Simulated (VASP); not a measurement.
Here is a VASP 6.6.1 calculation.

INCAR

```
SYSTEM = GaAs
PREC     = Accurate       ! precision mode
ENCUT    = 600            ! plane-wave cutoff, eV
EDIFF    = 1E-6           ! SCF threshold, eV
ISMEAR   = -1             ! smearing method
SIGMA    = 0.02           ! smearing width, eV
LREAL    = .FALSE.        ! projectors in reciprocal space
LASPH    = .TRUE.         ! aspherical terms in the spheres
NELM     = 120            ! most SCF steps
ALGO     = Normal         ! electronic algorithm
ISIF     = 2              ! what is computed and relaxed
LWAVE    = .FALSE.        ! write WAVECAR
LCHARG   = .FALSE.        ! write CHGCAR
GGA      = PE             ! functional
NBANDS   = 21             ! bands
GGA_COMPAT= .FALSE.
```

Contents of KPOINTS:

```
Automatic mesh
0
G
  8 8 8
  0 0 0
```

File POSCAR:

```
GaAs
1.0
    0.0000000000      2.8330850955      2.8047542445
    2.8330850955      0.0000000000      2.8047542445
    2.8330850955      2.8330850955      0.0000000000
Ga As
1 1
Direct
    0.0000000000      0.0000000000      0.0000000000
    0.2500000000      0.2500000000      0.2500000000
```

Potentials or basis: VASP PAW PBE potentials, release 64 (Ga_d, As_d).

The run is started by

```console
$ cat potpaw_PBE.64/Ga_d/POTCAR potpaw_PBE.64/As_d/POTCAR > POTCAR
$ mpirun -np 1 vasp_std > vasp.out
```

(1) Predict the pressure.

(2) Estimate the band gap on the k mesh.

Results:

(1) 3.5 GPa.

(2) 0.50 eV, direct.

Caveat: the cell differs from its parent crystal (uniaxial z strain -1.0%).
